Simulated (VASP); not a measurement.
A run of VASP 6.6.1 is set up as follows.

The input POSCAR:

```
AlN
1.0
    0.1148943049      1.9534918368      2.0597957491
    2.0085114331     -0.0808049681      2.2554950220
    2.1124768164      2.2531564930     -0.1847703514
Al N
1 1
Direct
   -0.0300547788      0.0146182393      0.0203852652
    0.7800547788      0.7353817607      0.7296147348
```

Contents of INCAR.step1:

```
PREC = Accurate
ENCUT = 520
ISMEAR = 0
SIGMA = 0.05
LREAL = False
LASPH = True
NELM = 60
NBANDS = 11
GGA = PE
ALGO = Normal
EDIFF = 1E-4
LWAVE = True
LCHARG = False
```

The input INCAR.step2:

```
PREC = Accurate
ENCUT = 520
EDIFF = 1E-7
ISMEAR = 0
SIGMA = 0.05
LREAL = False
LASPH = True
NELM = 60
ALGO = Normal
ISIF = 2
LWAVE = False
LCHARG = False
METAGGA = R2SCAN
LMIXTAU = True
NBANDS = 11
ISTART = 1
```

The input KPOINTS:

```
regular mesh
0
Gamma
  8 8 8
```

Potentials or basis: VASP PAW PBE potentials, release 64 (Al, N).

Run with:

```console
$ cat potpaw_PBE.64/Al/POTCAR potpaw_PBE.64/N/POTCAR > POTCAR
$ cp INCAR.step1 INCAR
$ mpirun -np 1 vasp_std > vasp.out
$ cp INCAR.step2 INCAR
$ mpirun -np 1 vasp_std > vasp.out
```

**Question.** What does it give for the band gap on the k mesh?

**Answer.** 1.93 eV, indirect (least direct gap 3.65 eV).

**Question.** Estimate the pressure.

**Answer.** 18.7 GPa.

**Question.** Predict the largest force.

**Answer.** 0.020 eV/Å.

Forces in eV/Å, atoms in the order of the input:
```
Al   0.015  0.001 -0.013
N   -0.015 -0.001  0.013
```

Caveat: the cell differs from its parent crystal (all atoms moved at random, sigma 0.1 Å a component, cell strained at random, sigma 0.1, then relaxed in part); the PAW data sets were made with another functional, which shifts forces and pressure a little. A k mesh can miss the band edges.
